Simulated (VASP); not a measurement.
# Ge (I4_1/amd) in VASP: relaxation of the atoms with LDA

Aim: the relaxation of the atoms of Ge with LDA.

Everything below comes from runs of VASP 6.6.1. Logs are shortened: lines on timing, memory, paths and dates and some standing lists are left out, and cuts for length are marked.

**1. The cell of the first run**

Symmetry: I4_1/amd, No. 141, tetragonal system. Conventional cell: a = 3.892 Å, b = 3.892 Å, c = 5.710 Å, α = 90.00°, β = 90.00°, γ = 90.00°. Ge (site symmetry -4m2) has 4 Ge at 2.41 Å within 3.2 Å.

**2. Relaxation of the atoms, LDA (strained cell)**

File INCAR:

```
SYSTEM = Ge
ALGO     = Normal         ! electronic algorithm
EDIFF    = 1E-7           ! SCF threshold, eV
EDIFFG   = -0.002         ! ionic threshold
ENCUT    = 450            ! plane-wave cutoff, eV
GGA_COMPAT= .False.      
IBRION   = 2              ! ionic algorithm
ISIF     = 2              ! what is computed and relaxed
ISMEAR   = 0              ! smearing method
LASPH    = .True.         ! aspherical terms in the spheres
LCHARG   = .False.        ! write CHGCAR
LREAL    = .False.        ! projectors in reciprocal space
LWAVE    = .False.        ! write WAVECAR
NELM     = 120            ! most SCF steps
NELMIN   = 4            
NSW      = 60             ! ionic steps
PREC     = Accurate       ! precision mode
SIGMA    = 0.1            ! smearing width, eV
```

File KPOINTS:

```
k-points
0
Gamma
  12 12 12
  0 0 0
```

File POSCAR:

```
Ge
1.0
    0.0000000000      2.7518317883      2.8550171641
    2.7518317883      0.0000000000      2.8550171641
    2.7518317883      2.7518317883      0.0000000000
Ge
2
Direct
    0.0000000000      0.0000000000      0.0000000000
    0.2500000000      0.2500000000      0.2500000000
```

Potentials or basis: VASP PAW LDA potentials, release 64 (Ge_d).

Command:

```
$ cat potpaw_LDA.64/Ge_d/POTCAR > POTCAR
$ mpirun -np 1 vasp_std > vasp.out
```

OUTCAR:

```text
SYSTEM = Ge
   EDIFF = 1E-7
   EDIFFG = -0.002
   ENCUT = 450
   IBRION = 2
   ISIF = 2
   ISMEAR = 0
   LASPH = .True.
   LREAL = .False.
   NELM = 120
   NELMIN = 4
   NSW = 60
   PREC = Accurate

 ion  position               nearest neighbor table
   1  0.000  0.000  0.000-   2 2.41   2 2.41   2 2.41   2 2.41
   2  0.250  0.250  0.250-   1 2.41   1 2.41   1 2.41   1 2.41

  LATTYP: Found a body centered tetragonal cell.
 ALAT       =     3.8916778364
 C/A-ratio  =     1.4672422971

  Lattice vectors:

 A1 = (  -2.7518317883,   0.0000000000,   2.8550171641)
 A2 = (   2.7518317883,   0.0000000000,   2.8550171641)
 A3 = (   0.0000000000,   2.7518317883,  -2.8550171641)

Analysis of symmetry for initial positions (statically):
=====================================================================
 Subroutine PRICEL returns:
 Original cell was already a primitive cell.

 Routine SETGRP: Setting up the symmetry group for a
 body centered tetragonal supercell.

 Subroutine GETGRP returns: Found 16 space group operations
 (whereof  8 operations were pure point group operations)
 out of a pool of 16 trial point group operations.

The static configuration has the point symmetry D_2d.
 The point group associated with its full space group is D_4h.

Analysis of symmetry for dynamics (positions and initial velocities):
=====================================================================
 Subroutine PRICEL returns:
 Original cell was already a primitive cell.

 Routine SETGRP: Setting up the symmetry group for a
 body centered tetragonal supercell.

 Subroutine GETGRP returns: Found 16 space group operations
 (whereof  8 operations were pure point group operations)
 out of a pool of 16 trial point group operations.

The dynamic configuration has the point symmetry D_2d.
 The point group associated with its full space group is D_4h.

 Subroutine INISYM returns: Found 16 space group operations
 (whereof  8 operations are pure point group operations),
 and found     1 'primitive' translations

----------------------------------------------------------------------------------------

                                     Primitive cell

  volume of cell :      43.2397

  direct lattice vectors                    reciprocal lattice vectors
     0.000000000  2.751831788  2.855017164    -0.181697152  0.181697152  0.175130296
     2.751831788  0.000000000  2.855017164     0.181697152 -0.181697152  0.175130296
     2.751831788  2.751831788  0.000000000     0.181697152  0.181697152 -0.175130296

  length of vectors
     3.965312245  3.965312245  3.891677836     0.310963552  0.310963552  0.310963552

  position of ions in fractional coordinates (direct lattice)
     0.000000000  0.000000000  0.000000000
     0.250000000  0.250000000  0.250000000

  ion indices of the primitive-cell ions
   primitive index   ion index
                 1           1
                 2           2

----------------------------------------------------------------------------------------

 KPOINTS: k-points

Automatic generation of k-mesh.
 Grid dimensions read from file:
 generate k-points for:   12   12   12

 Generating k-lattice:

  Cartesian coordinates                     Fractional coordinates (reciprocal lattice)
    -0.015141429  0.015141429  0.014594191     0.083333333 -0.000000000  0.000000000
     0.015141429 -0.015141429  0.014594191    -0.000000000  0.083333333  0.000000000
     0.015141429  0.015141429 -0.014594191     0.000000000  0.000000000  0.083333333

  Length of vectors
     0.025913629  0.025913629  0.025913629

  Shift w.r.t. Gamma in fractional coordinates (k-lattice)
     0.000000000  0.000000000  0.000000000

 Subroutine IBZKPT returns following result:
 ===========================================

 Found    163 irreducible k-points:

 Following reciprocal coordinates:
            Coordinates               Weight
  0.000000  0.000000  0.000000      1.000000
  0.083333  0.000000  0.000000      8.000000
  0.166667  0.000000  0.000000      8.000000
  0.250000 -0.000000  0.000000      8.000000
  0.333333  0.000000  0.000000      8.000000
  0.416667 -0.000000  0.000000      8.000000
[... 16 lines left out ...]
  0.500000  0.166667  0.000000      8.000000
 -0.416667  0.166667  0.000000      8.000000
 [... further k-points ...]
   k-points           NKPTS =    163   k-points in BZ     NKDIM =    163   number of bands    NBANDS=     18
   number of dos      NEDOS =    301   number of ions     NIONS =      2
   total plane-waves  NPLWV =  21952
   dimension x,y,z NGX =    28 NGY =   28 NGZ =   28
   dimension x,y,z NGXF=    56 NGYF=   56 NGZF=   56
   ions per type =               2
   NGX,Y,Z   is equivalent  to a cutoff of  11.74, 11.74, 11.96 a.u.
   NGXF,Y,Z  is equivalent  to a cutoff of  23.48, 23.48, 23.92 a.u.
 SYSTEM =  Ge
   PREC   = accura    normal or accurate (medium, high low for compatibility)
   ISTART =      0    job   : 0-new  1-cont  2-samecut
   ICHARG =      2    charge: 1-file 2-atom 10-const
   ISPIN  =      1    spin polarized calculation?
   LNONCOLLINEAR =      F non collinear calculations
   LSORBIT =      F    spin-orbit coupling
   LASPH  =      T    aspherical Exc in radial PAW
   ENCUT  =  450.0 eV  33.07 Ry    5.75 a.u.   6.86  6.86  6.73*2*pi/ulx,y,z
   NELM   =    120;   NELMIN=  4; NELMDL= -5     # of ELM steps
   EDIFF  = 0.1E-06   stopping-criterion for ELM
   LREAL  =      F    real-space projection
   EDIFFG = -.2E-02   stopping-criterion for IOM
   NSW    =     60    number of steps for IOM
   IBRION =      2    ionic relax: 0-MD 1-quasi-New 2-CG
   NFREE  =      1    steps in history (QN), initial steepest desc. (CG)
   ISIF   =      2    stress and relaxation
   ISYM   =      2    0-nonsym 1-usesym 2-fastsym
   POTIM  = 0.5000    time-step for ionic-motion
   TEBEG  =    0.0;   TEEND  =   0.0 temperature during run
   PSTRESS=    0.0 pullay stress
   NELECT =      28.0000    total number of electrons
   NUPDOWN=      -1.0000    fix difference up-down
   EMIN   =  10.00;   EMAX   =-10.00  energy-range for DOS
   EFERMI =   0.00;   METHOD = LEGACY
   ISMEAR =     0;   SIGMA  =   0.10  broadening in eV -4-tet -1-fermi 0-gaus
   EFERMI_NEDOS =   21; number of points for ismear=-14 and -15
   IALGO  =     38    algorithm
   IMIX   =      4    mixing-type and parameters
     AMIX     =   0.40;   BMIX     =  1.00
     AMIX_MAG =   1.60;   BMIX_MAG =  1.00
  volume/ion in A,a.u.               =      21.62       145.90
  Fermi-wavevector in a.u.,A,eV,Ry     =   1.416337  2.676489 27.293440  2.006011
  Thomas-Fermi vector in A             =   2.537682
   LORBIT       =      0    0 simple, 1 ext, 2 COOP (PROOUT), +10 PAW based schemes
   GGA     = CA    functional components
   LHFCALC =     F    Hartree Fock is set to
   AEXX    =    0.0000 exact exchange contribution
   IVDW    =     0    specifies the selected vdW correction
   LEPSILON=     F    determine dielectric tensor
   LRPA    =     F    only Hartree local field effects (RPA)
 conjugate gradient relaxation of ions
 non-spin polarized calculation
 Gauss-broadening in eV      SIGMA  =   0.10
  energy-cutoff  :      450.00
  volume of cell :       43.24
 maximum number of plane-waves:       966
   NGX = 13   NGY = 13   NGZ = 13

 number of electron      28.0000048 magnetization

 Free energy of the ion-electron system (eV)
  ---------------------------------------------------
  ext. energy  EPLUGINS =         0.00000000
  ---------------------------------------------------
  free energy    TOTEN  =       -10.37207254 eV

  energy without entropy =      -10.37185360  energy(sigma->0) =      -10.37196307

 E-fermi :   5.2971     XC(G=0): -10.5087

 val. band max:        5.2854244318   @ k =   0.0000   0.0000   0.0000
 cond. band min:       5.3662487009   @ k =   0.5000  -0.0000   0.0000
 fundamental gap:      0.0808242691
 Fermi energy:         5.2970935045

 k-point     1 :       0.0000    0.0000    0.0000
  band No.  band energies     occupation
      1     -19.8303      2.00000
      2     -19.8303      2.00000
      3     -19.8196      2.00000
      4     -19.7891      2.00000
      5     -19.7839      2.00000
      6     -19.5613      2.00000
[... 10 lines left out ...]
     17       7.6779      0.00000
     18       7.8558      0.00000

 k-point     2 :       0.0833    0.0000    0.0000
  band No.  band energies     occupation
      1     -19.8351      2.00000
      2     -19.8312      2.00000
      3     -19.8228      2.00000
      4     -19.7818      2.00000
      5     -19.7777      2.00000
      6     -19.5649      2.00000
[... 10 lines left out ...]
     17       7.9594      0.00000
     18       8.2344      0.00000

 k-point     3 :       0.1667    0.0000    0.0000
  band No.  band energies     occupation
      1     -19.8440      2.00000
      2     -19.8370      2.00000
      3     -19.8221      2.00000
      4     -19.7679      2.00000
      5     -19.7651      2.00000
      6     -19.5729      2.00000
[... 10 lines left out ...]
     17       8.4693      0.00000
     18       9.4769      0.00000

 k-point     4 :       0.2500   -0.0000    0.0000
  band No.  band energies     occupation
      1     -19.8517      2.00000
      2     -19.8428      2.00000
      3     -19.8180      2.00000
      4     -19.7547      2.00000
      5     -19.7531      2.00000
      6     -19.5807      2.00000
[... 375 lines left out ...]
      4     -19.7335      2.00000
      5     -19.7037      2.00000
      6     -19.6469      2.00000
[... 10 lines left out ...]
     17      10.5725      0.00000
     18      10.6496      0.00000

 k-point    23 :       0.5000    0.1667    0.0000
  band No.  band energies     occupation
      1     -19.8710      2.00000
      2     -19.8644      2.00000
      3     -19.7945      2.00000
      4     -19.7240      2.00000
      5     -19.7079      2.00000
      6     -19.6389      2.00000
[... 10 lines left out ...]
     17      10.3277      0.00000
     18      11.9559      0.00000

 k-point    24 :      -0.4167    0.1667    0.0000
  band No.  band energies     occupation
      1     -19.8695      2.00000
      2     -19.8669      2.00000
      3     -19.7868      2.00000
      4     -19.7191      2.00000
      5     -19.7169      2.00000
      6     -19.6238      2.00000
[... 10 lines left out ...]
     17      10.0381      0.00000
     18      12.9170      0.00000

 [... further k-points ...]
[... 5 lines left out ...]
  --------------------------------------------------------------------------------------
  -------------------------------------------------------------------------------------
  Total        0.7811937      0.7811937     -0.0310252      0.0000000      0.0000000     -0.0000000
  in kB       28.9458834     28.9458834     -1.1495905      0.0000000      0.0000000     -0.0000000
  external PRESSURE =      18.9140587 kB  Pullay stress =       0.0000000 kB

 VOLUME and BASIS-vectors are now :
 -----------------------------------------------------------------------------
  energy-cutoff  :      450.00
  volume of cell :       43.24
      direct lattice vectors                 reciprocal lattice vectors
     0.000000000  2.751831788  2.855017164    -0.181697152  0.181697152  0.175130296
     2.751831788  0.000000000  2.855017164     0.181697152 -0.181697152  0.175130296
     2.751831788  2.751831788  0.000000000     0.181697152  0.181697152 -0.175130296

 POSITION                                       TOTAL-FORCE (eV/Angst)
 -----------------------------------------------------------------------------------
      0.00000      0.00000      0.00000        -0.000000     -0.000000     -0.000000
      1.37592      1.37592      1.42751         0.000000      0.000000      0.000000
 -----------------------------------------------------------------------------------
    total drift:                                0.000000      0.000000      0.000000

  FREE ENERGIE OF THE ION-ELECTRON SYSTEM (eV)
  ---------------------------------------------------
  free  energy   TOTEN  =       -10.3720725412 eV

  energy  without entropy=      -10.3718535969  energy(sigma->0) =      -10.37196307

 reached required accuracy - stopping structural energy minimisation
```

Wall time 1.8 min (1 thread of Intel Xeon 8259CL, shared host); peak memory 0.2 GiB.

Results:

```yaml
Free_energy: -10.3721 eV
Pressure_after_relaxing: 1.9 GPa
```

Stress tensor (GPa, compression positive):
```
 2.89  0.00  0.00
 0.00  2.89  0.00
 0.00  0.00 -0.11
```

Final structure:
```cif
data_structure
_symmetry_space_group_name_H-M 'P 1'
_symmetry_Int_Tables_number 1
_cell_length_a 3.9653
_cell_length_b 3.9653
_cell_length_c 3.8917
_cell_angle_alpha 60.612
_cell_angle_beta 60.612
_cell_angle_gamma 58.775
_cell_volume 43.24
loop_
_atom_site_label
_atom_site_type_symbol
_atom_site_fract_x
_atom_site_fract_y
_atom_site_fract_z
_atom_site_occupancy
Ge1 Ge 0.00000 0.00000 0.00000 1
Ge2 Ge 0.25000 0.25000 0.25000 1
```

Levels at points of the mesh, in eV from the Fermi level:
| k point | band 10 | band 11 | band 12 | band 13 | band 14 | band 15 | band 16 | band 17 | band 18 |
| --- | --- | --- | --- | --- | --- | --- | --- | --- | --- |
| (0.00, 0.00, 0.00) | -24.83 | -13.27 | -0.32 | -0.01 | -0.01 | 0.15 | 2.38 | 2.38 | 2.56 |
| (0.50, 0.00, 0.00) | -24.79 | -11.07 | -7.97 | -1.77 | -1.41 | 0.07 | 3.54 | 3.76 | 6.90 |
| (0.50, 0.50, 0.00) | -24.78 | -9.34 | -9.34 | -3.17 | -3.17 | 0.70 | 0.70 | 9.65 | 9.65 |
| (0.50, 0.00, 0.50) | -24.79 | -9.15 | -9.15 | -3.44 | -3.44 | 0.39 | 0.39 | 9.60 | 9.60 |

Caveat: the cell differs from its parent crystal (strained cell); the relaxation stopped at its first step, so nothing moved.
